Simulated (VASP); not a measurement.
Runs of VASP 6.6.1 on NaF. The structure is that of space group Fm-3m (No. 225), or close to it. The cells are those of the table. 

| task | cell | k mesh | cutoff (eV) | smearing | gap on the mesh (eV) | pressure (GPa) |
| --- | --- | --- | --- | --- | --- | --- |
| single point | a = 3.340, b = 3.340, c = 3.292 Å, angles 59.5, 59.5, 90.0°, 2 atoms | 8 × 8 × 8 | 520 | gaussian 0.01 eV | (b) | -1.4 |
| single point | a = 3.307, b = 3.307, c = 3.283 Å, angles 59.8, 59.8, 90.0°, 2 atoms | 8 × 8 × 8 | 520 | gaussian 0.01 eV | 6.09 | -0.8 |
| single point | a = 3.274 Å, angles 60.0, 60.0, 90.0°, 2 atoms | 12 × 12 × 12 | 520 | fermi-dirac 0.1 eV | 6.17 | -0.1 |
| relaxation of cell and atoms | relaxed from a = 3.281 Å, angles 60.0, 60.0, 90.0°, 2 atoms | 12 × 12 × 12 | 600 | fermi-dirac 0.1 eV | 6.18 | 0.0 |
| single point | a = 3.340, b = 3.340, c = 3.288 Å, angles 59.5, 59.5, 90.0°, 2 atoms | 8 × 8 × 8 | 520 | gaussian 0.01 eV | 6.03 | (a) |

Alike in all rows: level PBEsol; potentials or basis VASP PAW PBE potentials, release 64 (Na_pv, F); no spin polarisation.

**Question.** Fill in the values left out.

**Answer.** (a) -1.3; (b) 6.02.

Caveats: the PAW data sets were made with another functional, which shifts forces and pressure a little.

A k mesh can miss the band edges.
